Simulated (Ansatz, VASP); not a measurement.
## One calculation of WC, two programs

```
W C
1.0
     2.90050    0.00000    0.00000
    -1.45025    2.51191    0.00000
     0.00000    0.00000    2.82900
W C
1 1
Direct
  0.00000 0.00000 0.00000
  0.66667 0.33333 0.50000
```

Alike in both runs: task electric field gradients; functional PBE; k mesh 13 × 13 × 12; occupations fermi-dirac, width 0.05 eV; no spin polarisation.

|  | VASP | Ansatz |
| --- | --- | --- |
| version | VASP 6.6.1 | Ansatz 0.2.0 |
| potentials or method | VASP PAW PBE potentials, release 64 (W_sv, C_h) | PAW with Ansatz's default frozen-core files, scalar-relativistic |
| plane-wave cutoff (eV) | 910 | 420 |
| valence electrons in the cell | 18 | 18 |

```tsv
	VASP	Ansatz	Ansatz less VASP
size of Vzz on the site where it differs most (V/Å²)	144.5	140.5	-4.02
```

Spin-orbit coupling is off throughout. Noted on VASP's run: the cutoff is short for stress, so the pressure is rough.
